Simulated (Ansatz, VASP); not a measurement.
## Two plane-wave programs on Sc2AlN3

INCAR

```
SYSTEM = Sc2AlN3
PREC = Accurate ; ENCUT = 520
EDIFF = 1E-6 ; ISMEAR = 0
SIGMA = 0.1 ; LREAL = .FALSE.
LASPH = .TRUE. ; NELM = 100
ALGO = Normal ; ISIF = 2
LWAVE = .FALSE. ; LCHARG = .FALSE.
GGA = PE ; NBANDS = 29
```

Contents of KPOINTS:

```
regular mesh
0
G
  6 6 4
  0 0 0
```

Contents of POSCAR:

```
Sc2AlN3
1.0
    4.0711036200      0.0000000000      0.0000000000
   -2.0355518100      3.5256791600      0.0000000000
    0.0000000000      0.0000000000      6.4854015100
Sc Al N
2 1 3
Direct
    0.3333333300      0.6666666700      0.2521899900
    0.6666666700      0.3333333300      0.7478100100
    0.0000000000      0.0000000000      0.0000000000
    0.3333333300      0.6666666700      0.6439999900
    0.6666666700      0.3333333300      0.3560000100
    0.0000000000      0.0000000000      0.5000000000
```

Input for Ansatz:

```yaml
crystal:
  lattice:
    - [4.07110362, 0.0, 0.0]
    - [-2.03555181, 3.52567916, 0.0]
    - [0.0, 0.0, 6.48540151]
  atoms:
    - { symbol: Sc, position: [0.33333333, 0.66666667, 0.25218999] }
    - { symbol: Sc, position: [0.66666667, 0.33333333, 0.74781001] }
    - { symbol: Al, position: [0.0, 0.0, 0.0] }
    - { symbol: "N", position: [0.33333333, 0.66666667, 0.64399999] }
    - { symbol: "N", position: [0.66666667, 0.33333333, 0.35600001] }
    - { symbol: "N", position: [0.0, 0.0, 0.5] }
basis:
  ecutwfc: 420
kpoints:
  mp_grid: { grid: [6, 6, 4] }
hamiltonian:
  xc: pbe
scf:
  occupations: { method: gaussian, width: 0.1 }
  lower_state_search: "off"
output:
  forces: true
  stress: true
  eigenvalues: true
```

Change from the starting cell: species swapped into the Li3PrBi2 type (P-3m1, No. 164).

Alike in both runs: task single point; functional PBE; k mesh 6 × 6 × 4; occupations gaussian, width 0.1 eV; no spin polarisation.

|  | VASP | Ansatz |
| --- | --- | --- |
| version | VASP 6.6.1 | Ansatz 0.2.0 |
| potentials or method | VASP PAW PBE potentials, release 64 (Sc_sv, Al, N), cutoff 520 eV | scalar-relativistic, plane waves, PAW |
| valence electrons in the cell | 40 | 40 |

VASP gave:

| Property | Result |
| --- | --- |
| gap on the k mesh at the Fermi level (eV) | none |
| pressure (GPa) | -15.2 |
| traceless stress, the component that is largest in VASP (GPa) | -0.33 |
| rms of the force components (eV/Å) | 1.411 |

What did Ansatz give for the same quantities?

gap on the k mesh at the Fermi level (eV): none; pressure (GPa): -15.3; traceless stress, the component that is largest in VASP (GPa): -0.29; rms of the force components (eV/Å): 1.417.

Atom by atom the forces differ by 0.006 eV/Å (rms over components). A gap of «none» marks a metal or a gap that the smearing closes.
